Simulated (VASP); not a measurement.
# Pt: relaxation of cell and atoms with PBE

Pt:

```
Pt
1.0
     2.66777    0.00000    0.00000
    -1.33389    2.31036    0.00000
     0.00000    0.00000    4.52751
Pt
2
Cartesian
  0.0000 1.5402 1.1319
  1.3339 0.7701 3.3956
```

```yaml
Program: VASP 6.6.1
Task: relaxation of cell and atoms
Functional: PBE
Potentials_or_basis: VASP PAW PBE potentials, release 64 (Pt)
Cutoff: 600 eV
k_mesh: 16 × 16 × 9
Occupations: fermi-dirac, width 0.1 eV
Spin: no spin polarisation
Target_pressure: 41 GPa
Dipole_correction: no
Further_INCAR_settings: ALGO = Normal; EDIFF = 1e-06; IBRION = 2; EDIFFG = -0.005; NSW = 32; ISIF = 3
```

| Property | Result |
| --- | --- |
| Relaxed volume | 13.94 Å³/atom |
| Relaxed cell | a = 2.667 Å, b = 2.667 Å, c = 4.524 Å, α = 90.00°, β = 90.00°, γ = 120.00° |
| Space group after relaxing (to 0.05 Å) | P6_3/mmc (No. 194) |
| Energy change on relaxing (the enthalpy is what falls) | +3.7 meV/atom |
| Ionic steps | 8 |
| Pressure after relaxing | 41.0 GPa |
| Band gap on the k mesh | zero (band 10 reaches 13.38 eV, above the bottom of band 11 at 11.89 eV) |

Step by step:
| step | energy change (eV) | largest force (eV/Å) | pressure (GPa) | volume (Å³) |
| --- | --- | --- | --- | --- |
| 1 | 0.0000 | 0.0000 | 40.54 | 27.91 |
| 2 | 0.0424 | 0.0000 | 43.18 | 27.74 |
| 3 | 0.0078 | 0.0000 | 41.03 | 27.87 |
| 4 | 0.0074 | 0.0000 | 41.03 | 27.88 |
| 5 | 0.0038 | 0.0000 | 40.78 | 27.89 |
| 6 | 0.0071 | 0.0000 | 40.97 | 27.88 |
| 7 | 0.0073 | 0.0000 | 40.98 | 27.88 |
| 8 | 0.0073 | 0.0000 | 40.99 | 27.88 |

Final structure:
```
Pt
1.0
     2.66729    0.00000    0.00000
    -1.33364    2.30994    0.00000
     0.00000    0.00000    4.52448
Pt
2
Cartesian
  0.0000 1.5400 1.1311
  1.3336 0.7700 3.3934
```

Levels at points of the mesh, in eV from the Fermi level:
```
           k point  band 8  band 9  band 10  band 11  band 12  band 13
(0.00, 0.00, 0.00)   -2.42   -2.42    -1.12    -0.31    -0.31     5.86
(0.50, 0.00, 0.00)    0.09    0.26     0.54     2.48     4.12     7.96
```

Run time: 84 s on 1 thread of Intel(R) Xeon(R) 6975P-C (Granite Rapids) (shared host), peak memory 0.2 GiB.

Caveat: the cell is relaxed towards a set pressure, so the enthalpy falls and the energy may rise; spin-orbit coupling is left out, which moves the levels of the heavy elements.
